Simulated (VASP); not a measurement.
Wanted: the native input for a VASP 6.6.1 run.

```yaml
Task: single point
Functional: PBE
Potentials_or_basis: VASP PAW PBE potentials, release 64 (Rb_sv, La, Cl)
Cutoff: 520 eV
k_mesh: 6 × 6 × 6
Occupations: gaussian, width 0.1 eV
Spin: no spin polarisation
Dipole_correction: no
Further_INCAR_settings: ALGO = Normal; EDIFF = 1e-06; NBANDS = 30
```

The structure of RbLa2Cl2 lies in POSCAR:

```
RbLa2Cl2
1.0
   -2.1726949300      2.1726949300      7.8331850400
    2.1726949300     -2.1726949300      7.8331850400
    2.1726949300      2.1726949300     -7.8331850400
Rb La Cl
1 2 2
Direct
    0.0000000000      0.0000000000      0.0000000000
    0.7500000000      0.2500000000      0.5000000000
    0.2500000000      0.7500000000      0.5000000000
    0.6479895700      0.6479895700      0.0000000000
    0.3520104300      0.3520104300      0.0000000000
```

The cell was built from a structure type or drawn by symmetry, and may not be a known phase.

The input as run:

INCAR

```
PREC = Accurate ; ENCUT = 520
EDIFF = 1E-6 ; ISMEAR = 0
SIGMA = 0.1 ; LREAL = False
LASPH = True ; NELM = 80
ALGO = Normal ; ISIF = 2
LWAVE = False ; LCHARG = False
GGA = PE ; NBANDS = 30
```

KPOINTS

```
Automatic mesh
0
Gamma
  6 6 6
```

Potentials or basis: VASP PAW PBE potentials, release 64 (Rb_sv, La, Cl).

Command:

```console
$ cat potpaw_PBE.64/Rb_sv/POTCAR potpaw_PBE.64/La/POTCAR potpaw_PBE.64/Cl/POTCAR > POTCAR
$ mpirun -np 1 vasp_std > vasp.out
```

Results of the run:

The pressure is 14.9 GPa, the largest force is 3.537 eV/Å and the band gap on the k mesh is zero (an odd number of electrons rules out a gap without spin polarisation).

Caveat: the cell stands under pressure; spin-orbit coupling is left out, which moves the levels of the heavy elements; an odd number of electrons without spin polarisation forces a metal; a magnetic or distorted state may lie lower.

It took 5.8 min on 1 thread of Intel(R) Xeon(R) Platinum 8375C CPU @ 2.90GHz (Ice Lake), with other jobs on the host, peak memory 0.67 GiB.
